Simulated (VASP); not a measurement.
# Fe2O5 (cubic X2O5 type) (Pn-3m) in VASP: further runs

The runs below take Fe2O5 (cubic X2O5 type) through single point, with PBE.

Program: VASP 6.6.1. These are calculated values, not measurements. Logs are shortened: lines on timing, memory, paths and dates and some standing lists are left out, and cuts for length are marked.

### 1 The cell of the first run

It takes space group Pn-3m (No. 224, cubic). Conventional cell: a = 4.811 Å, b = 4.811 Å, c = 4.811 Å, α = 90.00°, β = 90.00°, γ = 90.00°. Fe (site symmetry -3m) has 12 O at 2.08 to 2.41 Å within 2.8 Å. Within 2.8 Å of O (site symmetry -3m) lie 6 O at 2.08 Å and 6 Fe at 2.41 Å. O (site symmetry -42m) has 4 Fe at 2.08 Å and 8 O at 2.08 to 2.41 Å within 2.8 Å.

### 2 Single point, PBE

Input file INCAR:

```
PREC = Accurate ; ENCUT = 520
EDIFF = 1E-6 ; ISMEAR = -1
SIGMA = 0.06122561905347299 ; LREAL = F
LASPH = T ; NELM = 80
ALGO = Normal ; ISIF = 2
LWAVE = F ; LCHARG = F
GGA = PE ; NBANDS = 59
```

Input file KPOINTS:

```
Automatic mesh
0
Gamma
  11 11 11
```

Input file POSCAR:

```
Fe2O5
1.0
    4.8111606334      0.0000000000      0.0000000000
    0.0000000000      4.8111606334      0.0000000000
    0.0000000000      0.0000000000      4.8111606334
Fe O
4 10
Direct
    0.0000000000      0.0000000000      0.0000000000
    0.5000000000      0.5000000000      0.0000000000
    0.5000000000      0.0000000000      0.5000000000
    0.0000000000      0.5000000000      0.5000000000
    0.5000000000      0.0000000000      0.0000000000
    0.0000000000      0.5000000000      0.0000000000
    0.0000000000      0.0000000000      0.5000000000
    0.5000000000      0.5000000000      0.5000000000
    0.7500000000      0.7500000000      0.2500000000
    0.7500000000      0.2500000000      0.7500000000
    0.2500000000      0.7500000000      0.7500000000
    0.7500000000      0.2500000000      0.2500000000
    0.2500000000      0.7500000000      0.2500000000
    0.2500000000      0.2500000000      0.7500000000
```

Potentials or basis: VASP PAW PBE potentials, release 64 (Fe, O).

Started as:

```sh
$ cat potpaw_PBE.64/Fe/POTCAR potpaw_PBE.64/O/POTCAR > POTCAR
$ mpirun -np 1 vasp_std > vasp.out
```

OUTCAR:

```text
PREC = Accurate
   ENCUT = 520
   EDIFF = 1E-6
   ISMEAR = -1
   LREAL = F
   LASPH = T
   NELM = 80
   ISIF = 2
   GGA = PE

 ion  position               nearest neighbor table
   1  0.000  0.000  0.000-   9 2.08  10 2.08  11 2.08  12 2.08  13 2.08  14 2.08   5 2.41   6 2.41
                             7 2.41   7 2.41   6 2.41   5 2.41
   2  0.500  0.500  0.000-   9 2.08  10 2.08  11 2.08  12 2.08  13 2.08  14 2.08   5 2.41   6 2.41
                             8 2.41   8 2.41   5 2.41   6 2.41
   3  0.500  0.000  0.500-   9 2.08  10 2.08  11 2.08  12 2.08  13 2.08  14 2.08   5 2.41   7 2.41
                             8 2.41   5 2.41   8 2.41   7 2.41
   4  0.000  0.500  0.500-   9 2.08  10 2.08  11 2.08  12 2.08  13 2.08  14 2.08   6 2.41   7 2.41
                             8 2.41   6 2.41   7 2.41   8 2.41
   5  0.500  0.000  0.000-   1 2.41   2 2.41   3 2.41   3 2.41   2 2.41   1 2.41
   6  0.000  0.500  0.000-   1 2.41   2 2.41   4 2.41   4 2.41   1 2.41   2 2.41
   7  0.000  0.000  0.500-   1 2.41   3 2.41   4 2.41   1 2.41   4 2.41   3 2.41
   8  0.500  0.500  0.500-   2 2.41   3 2.41   4 2.41   2 2.41   3 2.41   4 2.41
   9  0.750  0.750  0.250-   1 2.08   2 2.08   3 2.08   4 2.08
  10  0.750  0.250  0.750-   1 2.08   2 2.08   3 2.08   4 2.08
  11  0.250  0.750  0.750-   1 2.08   2 2.08   3 2.08   4 2.08
  12  0.750  0.250  0.250-   1 2.08   2 2.08   3 2.08   4 2.08
  13  0.250  0.750  0.250-   1 2.08   2 2.08   3 2.08   4 2.08
  14  0.250  0.250  0.750-   1 2.08   2 2.08   3 2.08   4 2.08

  LATTYP: Found a simple cubic cell.
 ALAT       =     4.8111606334

  Lattice vectors:

 A1 = (   4.8111606334,   0.0000000000,   0.0000000000)
 A2 = (   0.0000000000,   4.8111606334,   0.0000000000)
 A3 = (   0.0000000000,   0.0000000000,   4.8111606334)

Analysis of symmetry for initial positions (statically):
=====================================================================
 Subroutine PRICEL returns:
 Original cell was already a primitive cell.

 Routine SETGRP: Setting up the symmetry group for a
 simple cubic supercell.

 Subroutine GETGRP returns: Found 48 space group operations
 (whereof 12 operations were pure point group operations)
 out of a pool of 48 trial point group operations.

The static configuration has the point symmetry D_3d.
 The point group associated with its full space group is O_h .

Analysis of symmetry for dynamics (positions and initial velocities):
=====================================================================
 Subroutine PRICEL returns:
 Original cell was already a primitive cell.

 Routine SETGRP: Setting up the symmetry group for a
 simple cubic supercell.

 Subroutine GETGRP returns: Found 48 space group operations
 (whereof 12 operations were pure point group operations)
 out of a pool of 48 trial point group operations.

The dynamic configuration has the point symmetry D_3d.
 The point group associated with its full space group is O_h .

 Subroutine INISYM returns: Found 48 space group operations
 (whereof 12 operations are pure point group operations),
 and found     1 'primitive' translations

----------------------------------------------------------------------------------------

                                     Primitive cell

  volume of cell :     111.3652

  direct lattice vectors                    reciprocal lattice vectors
     4.811160633  0.000000000  0.000000000     0.207850055  0.000000000  0.000000000
     0.000000000  4.811160633  0.000000000     0.000000000  0.207850055  0.000000000
     0.000000000  0.000000000  4.811160633     0.000000000  0.000000000  0.207850055

  length of vectors
     4.811160633  4.811160633  4.811160633     0.207850055  0.207850055  0.207850055

  position of ions in fractional coordinates (direct lattice)
     0.000000000  0.000000000  0.000000000
     0.500000000  0.500000000  0.000000000
     0.500000000  0.000000000  0.500000000
     0.000000000  0.500000000  0.500000000
     0.500000000  0.000000000  0.000000000
     0.000000000  0.500000000  0.000000000
     0.000000000  0.000000000  0.500000000
     0.500000000  0.500000000  0.500000000
     0.750000000  0.750000000  0.250000000
     0.750000000  0.250000000  0.750000000
     0.250000000  0.750000000  0.750000000
     0.750000000  0.250000000  0.250000000
     0.250000000  0.750000000  0.250000000
[... 32 lines left out ...]
     0.000000000  0.000000000  0.018895460     0.000000000  0.000000000  0.090909091

  Length of vectors
     0.018895460  0.018895460  0.018895460

  Shift w.r.t. Gamma in fractional coordinates (k-lattice)
     0.000000000  0.000000000  0.000000000

 Subroutine IBZKPT returns following result:
 ===========================================

 Found     56 irreducible k-points:

 Following reciprocal coordinates:
            Coordinates               Weight
  0.000000  0.000000  0.000000      1.000000
  0.090909  0.000000  0.000000      6.000000
  0.181818  0.000000  0.000000      6.000000
  0.272727  0.000000  0.000000      6.000000
  0.363636  0.000000  0.000000      6.000000
  0.454545  0.000000  0.000000      6.000000
[... 16 lines left out ...]
  0.181818  0.090909  0.090909     24.000000
  0.272727  0.090909  0.090909     24.000000
 [... further k-points ...]
   k-points           NKPTS =     56   k-points in BZ     NKDIM =     56   number of bands    NBANDS=     59
   number of dos      NEDOS =    301   number of ions     NIONS =     14
   total plane-waves  NPLWV =  46656
   dimension x,y,z NGX =    36 NGY =   36 NGZ =   36
   dimension x,y,z NGXF=    72 NGYF=   72 NGZF=   72
   ions per type =               4  10
   NGX,Y,Z   is equivalent  to a cutoff of  12.44, 12.44, 12.44 a.u.
   NGXF,Y,Z  is equivalent  to a cutoff of  24.88, 24.88, 24.88 a.u.
 SYSTEM =  unknown system
   PREC   = accura    normal or accurate (medium, high low for compatibility)
   ISTART =      0    job   : 0-new  1-cont  2-samecut
   ICHARG =      2    charge: 1-file 2-atom 10-const
   ISPIN  =      1    spin polarized calculation?
   LNONCOLLINEAR =      F non collinear calculations
   LSORBIT =      F    spin-orbit coupling
   LASPH  =      T    aspherical Exc in radial PAW
   ENCUT  =  520.0 eV  38.22 Ry    6.18 a.u.   8.95  8.95  8.95*2*pi/ulx,y,z
   NELM   =     80;   NELMIN=  2; NELMDL= -5     # of ELM steps
   EDIFF  = 0.1E-05   stopping-criterion for ELM
   LREAL  =      F    real-space projection
   EDIFFG = 0.1E-04   stopping-criterion for IOM
   NSW    =      0    number of steps for IOM
   IBRION =     -1    ionic relax: 0-MD 1-quasi-New 2-CG
   NFREE  =      0    steps in history (QN), initial steepest desc. (CG)
   ISIF   =      2    stress and relaxation
   ISYM   =      2    0-nonsym 1-usesym 2-fastsym
   POTIM  = 0.5000    time-step for ionic-motion
   TEBEG  =    0.0;   TEEND  =   0.0 temperature during run
   PSTRESS=    0.0 pullay stress
   NELECT =      92.0000    total number of electrons
   NUPDOWN=      -1.0000    fix difference up-down
   EMIN   =  10.00;   EMAX   =-10.00  energy-range for DOS
   EFERMI =   0.00;   METHOD = LEGACY
   ISMEAR =    -1;   SIGMA  =   0.06  broadening in eV -4-tet -1-fermi 0-gaus
   EFERMI_NEDOS =   21; number of points for ismear=-14 and -15
   IALGO  =     38    algorithm
   IMIX   =      4    mixing-type and parameters
     AMIX     =   0.40;   BMIX     =  1.00
     AMIX_MAG =   1.60;   BMIX_MAG =  1.00
  volume/ion in A,a.u.               =       7.95        53.68
  Fermi-wavevector in a.u.,A,eV,Ry     =   1.536105  2.902818 32.104562  2.359619
  Thomas-Fermi vector in A             =   2.642800
   LORBIT       =      0    0 simple, 1 ext, 2 COOP (PROOUT), +10 PAW based schemes
   GGA     = PE    functional components
   LHFCALC =     F    Hartree Fock is set to
   AEXX    =    0.0000 exact exchange contribution
   IVDW    =     0    specifies the selected vdW correction
   LEPSILON=     F    determine dielectric tensor
   LRPA    =     F    only Hartree local field effects (RPA)
 non-spin polarized calculation
  energy-cutoff  :      520.00
  volume of cell :      111.37
 maximum number of plane-waves:      3028
 NGX is ok and might be reduce to    36
   NGX = 17   NGY = 17   NGZ = 17

 number of electron      92.0000002 magnetization

 Free energy of the ion-electron system (eV)
  ---------------------------------------------------
  ext. energy  EPLUGINS =         0.00000000
  ---------------------------------------------------
  free energy    TOTEN  =       -73.37105875 eV

  energy without entropy =      -73.13508066  energy(sigma->0) =      -73.25306971

 E-fermi :   5.4534     XC(G=0): -12.9223

 val. band max:        5.4516126725   @ k =   0.2727   0.2727   0.0909
 cond. band min:       5.4540500976   @ k =   0.3636   0.1818   0.0909
 fundamental gap:      0.0024374251
 Fermi energy:         5.4534429734

 k-point     1 :       0.0000    0.0000    0.0000
  band No.  band energies     occupation
      1     -16.5746      2.00000
      2     -13.8834      2.00000
      3     -13.8834      2.00000
      4     -13.0003      2.00000
      5     -13.0003      2.00000
      6     -13.0003      2.00000
[... 1453 lines left out ...]
     57       7.0030      0.00000
     58       7.0696      0.00000

 [... further k-points ...]

 [bands above 58 left out]

------------------------ aborting loop because EDIFF is reached ----------------------------------------

  FORCE on cell =-STRESS in cart. coord.  units (eV):
  Direction    XX          YY          ZZ          XY          YZ          ZX
  --------------------------------------------------------------------------------------
  -------------------------------------------------------------------------------------
  Total        6.8182104      6.8182104      6.8182104     -0.0000000      0.0000000     -0.0000000
  in kB       98.0915073     98.0915073     98.0915073     -0.0000000      0.0000000     -0.0000000
  external PRESSURE =      98.0915073 kB  Pullay stress =       0.0000000 kB

 VOLUME and BASIS-vectors are now :
 -----------------------------------------------------------------------------
  energy-cutoff  :      520.00
  volume of cell :      111.37
      direct lattice vectors                 reciprocal lattice vectors
     4.811160633  0.000000000  0.000000000     0.207850055  0.000000000  0.000000000
     0.000000000  4.811160633  0.000000000     0.000000000  0.207850055  0.000000000
     0.000000000  0.000000000  4.811160633     0.000000000  0.000000000  0.207850055

 POSITION                                       TOTAL-FORCE (eV/Angst)
 -----------------------------------------------------------------------------------
      0.00000      0.00000      0.00000        -0.000000      0.000000      0.000000
      2.40558      2.40558      0.00000        -0.000000      0.000000      0.000000
      2.40558      0.00000      2.40558        -0.000000      0.000000      0.000000
      0.00000      2.40558      2.40558        -0.000000      0.000000      0.000000
      2.40558      0.00000      0.00000        -0.000000      0.000000      0.000000
      0.00000      2.40558      0.00000        -0.000000      0.000000      0.000000
      0.00000      0.00000      2.40558        -0.000000      0.000000      0.000000
      2.40558      2.40558      2.40558        -0.000000      0.000000      0.000000
      3.60837      3.60837      1.20279        -0.000000      0.000000      0.000000
      3.60837      1.20279      3.60837        -0.000000     -0.000000     -0.000000
      1.20279      3.60837      3.60837         0.000000      0.000000     -0.000000
      3.60837      1.20279      1.20279         0.000000     -0.000000     -0.000000
      1.20279      3.60837      1.20279         0.000000      0.000000     -0.000000
      1.20279      1.20279      3.60837        -0.000000     -0.000000      0.000000
 -----------------------------------------------------------------------------------
    total drift:                                0.000000      0.000000      0.000000

  FREE ENERGIE OF THE ION-ELECTRON SYSTEM (eV)
  ---------------------------------------------------
  free  energy   TOTEN  =       -73.3710587489 eV

  energy  without entropy=      -73.1350806618  energy(sigma->0) =      -73.25306971
```

It took 12 min on 1 thread of Oxide Virtual Turin-like, shared host; peak memory 0.34 GiB.

Results:

- Free energy: -73.3711 eV
- Pressure: 9.8 GPa
- Band gap on the k mesh: zero (band 46 reaches 5.83 eV, above the bottom of band 47 at 5.06 eV)

Caveat: the run has no spin polarisation, though such a crystal can be magnetic; semilocal functionals often make such compounds metallic where correlation or magnetic order opens a gap, which also shifts bond lengths. Spin polarisation is off, so any magnetic state and its effect on volume and gap are missing.

(Part 1 of 2 ends here.)
